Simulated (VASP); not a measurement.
Write the native input for VASP 6.6.1 that does the following.

- Task: single point
- Functional: PBE
- Dispersion: D3(BJ)
- Potentials or basis: VASP PAW PBE potentials, release 64 (Tl_d, Br)
- Cutoff: 500 eV
- k mesh: 5 × 5 × 5
- Occupations: fermi-dirac, width 0.1 eV
- Spin: no spin polarisation
- Dipole correction: no
- Further INCAR settings: ALGO = Normal; EDIFF = 1e-06; NBANDS = 17

The structure of TlBr lies in POSCAR:

```
TlBr
1.0
    3.9775180000      0.0000000000      0.0000000000
    0.0000000000      3.9775180000      0.0000000000
    0.0000000000      0.0000000000      3.9775180000
Tl Br
1 1
Direct
    0.0000000000      0.0000000000      0.0000000000
    0.5000000000      0.5000000000      0.5000000000
```

The input as run:

INCAR

```
PREC     = Accurate       # precision mode
ENCUT    = 500            # plane-wave cutoff, eV
EDIFF    = 1E-6           # SCF threshold, eV
ISMEAR   = -1             # smearing method
SIGMA    = 0.1            # smearing width, eV
LREAL    = False          # projectors in reciprocal space
LASPH    = True           # aspherical terms in the spheres
NELM     = 120            # most SCF steps
ALGO     = Normal         # electronic algorithm
ISIF     = 2              # what is computed and relaxed
LWAVE    = False          # write WAVECAR
LCHARG   = True           # write CHGCAR
GGA      = PE             # functional
IVDW     = 12             # dispersion correction
LELF     = True           # ELF
LVHAR    = True         
NBANDS   = 17             # bands
GGA_COMPAT= False
```

KPOINTS

```
Automatic mesh
0
Gamma
  5 5 5
```

Potentials or basis: VASP PAW PBE potentials, release 64 (Tl_d, Br).

The run is started by

```console
$ cat potpaw_PBE.64/Tl_d/POTCAR potpaw_PBE.64/Br/POTCAR > POTCAR
$ mpirun -np 1 vasp_std > vasp.out
```

Results of the run:

The pressure is 0.0 GPa. The band gap on the k mesh is 2.62 eV, indirect (least direct gap 2.65 eV) and the dispersion energy per atom is -0.274 eV.

Caveat: three body term missing; spin-orbit coupling is left out, which moves the levels of the heavy elements.

Run time: 9 s on 1 thread of Intel(R) Xeon(R) Platinum 8488C (Sapphire Rapids), on a shared host, peak memory 0.17 GiB.
